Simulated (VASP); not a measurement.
**W3C2: single point with PBE**

Crystal: W3C2.

```xyz
5
Lattice="2.2510 1.2996 4.7751 -2.2510 1.2996 4.7751 0.0000 -2.5992 4.7751" Properties=species:S:1:pos:R:3 pbc="T T T"
W     0.0000    0.0000    5.8018
W     0.0000    0.0000    8.5236
W     0.0000    0.0000    0.0000
C     0.0000    0.0000   11.4790
C     0.0000    0.0000    2.8465
```

The cell was generated, and may not be a known phase.

```yaml
Program: VASP 6.6.1
Task: single point
Functional: PBE
Potentials_or_basis: VASP PAW PBE potentials, release 64 (W_sv, C)
Cutoff: 520 eV
k_mesh: 6 × 6 × 6
Occupations: gaussian, width 0.1 eV
Spin: no spin polarisation
```

The pressure is -35.1 GPa, the largest force is 0.210 eV/Å and the band gap on the k mesh is zero (bands 25 and 26 overlap by 0.39 eV).

Forces on the atoms (eV/Å):
```
W    0.000  0.000  0.169
W    0.000  0.000 -0.169
W    0.000  0.000  0.000
C    0.000  0.000 -0.210
C    0.000  0.000  0.210
```

Stress tensor (GPa, compression positive):
```
-33.42   0.00   0.00
  0.00 -33.42   0.00
  0.00   0.00 -38.47
```

Levels at points of the mesh, in eV from the Fermi level:
```csv
k point,band 21,band 22,band 23,band 24,band 25,band 26,band 27,band 28,band 29,band 30
"(0.00, 0.00, 0.00)",-2.19,-2.19,-1.22,-0.55,0.02,0.02,0.77,0.77,2.44,2.58
"(0.50, 0.00, 0.00)",-2.00,-1.31,-0.73,-0.22,0.19,0.39,0.87,0.89,1.44,1.66
"(0.50, 0.50, 0.00)",-1.44,-1.40,-1.15,-0.66,-0.24,0.21,0.66,1.24,1.36,1.46
"(0.50, 0.50, 0.50)",-2.03,-2.03,-1.00,-0.96,-0.96,0.96,1.51,1.51,2.13,2.23
```

Run time: 87 s on 1 thread of Intel(R) Xeon(R) 6975P-C (Granite Rapids), on a shared host, peak memory 0.26 GiB.

Caveat: the stress differs along the axes, from -38 to -33 GPa; spin-orbit coupling is left out, which moves the levels of the heavy elements.
